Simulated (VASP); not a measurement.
## Al2O3: single point with PBEsol

The system is Al2O3.

```xyz
10
Lattice="2.3869 1.3781 4.3383 -2.3869 1.3781 4.3383 0.0000 -2.7562 4.3383" Properties=species:S:1:pos:R:3 pbc="T T T"
Al    0.0000    0.0000    1.9252
Al    0.0000    0.0000    4.5822
Al    0.0000    0.0000    8.4326
Al    0.0000    0.0000   11.0896
O     0.9268    1.3781    7.5920
O    -0.7301    1.4917    5.4228
O     0.7301   -1.4917    7.5920
O    -1.6569    0.1136    7.5920
O     1.6569   -0.1136    5.4228
O    -0.9268   -1.3781    5.4228
```

```
Program             : VASP 6.6.1
Task                : single point
Functional          : PBEsol
Potentials or basis : VASP PAW PBE potentials, release 64 (Al, O)
Cutoff              : 520 eV
k mesh              : 6 × 6 × 6
Occupations         : fermi-dirac, width 0.03 eV
Spin                : no spin polarisation
```

```yaml
Pressure: 0.1 GPa
Largest_force: 0.005 eV/Å
Band_gap_on_the_k_mesh: 6.04 eV
```

Forces on the atoms (eV/Å):
```
Al   0.000  0.000  0.002
Al   0.000  0.000 -0.002
Al   0.000  0.000  0.002
Al   0.000  0.000 -0.002
O    0.005  0.000  0.000
O    0.002  0.004  0.000
O   -0.002 -0.004  0.000
O   -0.002  0.004  0.000
O    0.002 -0.004  0.000
O   -0.005  0.000  0.000
```

Stress tensor (GPa, compression positive):
```
0.09 0.00 0.00
0.00 0.09 0.00
0.00 0.00 0.00
```

Levels at points of the mesh, in eV from the valence-band top:
```tsv
k point	band 22	band 23	band 24	band 25	band 26	band 27
(0.00, 0.00, 0.00)	-0.04	-0.04	0.00	6.04	8.91	10.59
(0.50, 0.00, 0.00)	-0.91	-0.27	-0.27	9.26	9.26	9.47
(0.50, 0.50, 0.00)	-0.91	-0.74	-0.25	9.41	9.55	9.73
(0.50, 0.50, 0.50)	-0.38	-0.38	-0.38	8.48	8.48	10.90
```

Run time: 110 s on 1 thread of Intel(R) Xeon(R) Platinum 8488C (Sapphire Rapids), with other jobs on the host, peak memory 0.25 GiB.

Caveat: the PAW data sets were made with another functional, which shifts forces and pressure a little. A k mesh can miss the band edges.
